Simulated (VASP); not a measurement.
Here is a VASP 6.6.1 calculation.

File INCAR:

```
PREC = Accurate ; ENCUT = 520
EDIFF = 1E-6 ; ISMEAR = 0
SIGMA = 0.01 ; LREAL = False
LASPH = True ; NELM = 100
ALGO = Normal ; ISIF = 2
LWAVE = False ; LCHARG = True
GGA = PS ; LELF = True
LVHAR = True ; NBANDS = 16
```

File KPOINTS:

```
regular mesh
0
Gamma
  8 8 8
```

POSCAR

```
ZnSe
1.0
    2.6705530190      2.6705530190      0.0000000000
   -2.6705530190      2.6705530190      0.0000000000
    0.0000000000      2.6705530190      2.6705530190
Zn Se
1 1
Direct
    0.0000000000      0.0000000000      0.0000000000
    0.7500000000      0.2500000000      0.5000000000
```

Potentials or basis: VASP PAW PBE potentials, release 64 (Zn, Se).

The run is started by

```console
$ cat potpaw_PBE.64/Zn/POTCAR potpaw_PBE.64/Se/POTCAR > POTCAR
$ mpirun -np 1 vasp_std > vasp.out
```

Task: What does it give for the band gap on the k mesh?

Result: 1.93 eV, direct.

Task: Predict the pressure.

Result: 15.4 GPa.

Caveat: the PAW data sets were made with another functional, which shifts forces and pressure a little. A k mesh can miss the band edges.
